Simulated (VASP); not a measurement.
Crystal: TePb.

```
Pb Te
1.0
     0.00000    3.26784    3.26784
     3.26784    0.00000    3.26784
     3.26784    3.26784    0.00000
Pb Te
1 1
Direct
  0.00000 0.00000 0.00000
  0.50000 0.50000 0.50000
```

Base run:

```yaml
Program: VASP 6.6.1
Functional: r2SCAN50
Potentials_or_basis: VASP PAW PBE potentials, release 64 (Pb_d, Te)
Cutoff: 520 eV
k_mesh: 4 × 4 × 4
Occupations: gaussian, width 0.01 eV
Spin: no spin polarisation
```

Its results: band gap on the k mesh 2.98 eV; pressure -1.6 GPa.

Question: The run is repeated on the same cell with these changes: functional from r2SCAN50 to PBE-based screened hybrid with 5 % exact exchange; share of exact exchange from 0.5 to 0.05. What comes out?

Answer: Band gap on the k mesh 0.87 eV; pressure 0.3 GPa.

Caveats: the PAW data sets were made with another functional, which shifts forces and pressure a little; spin-orbit coupling is left out, which moves the levels of the heavy elements.

A k mesh can miss the band edges.
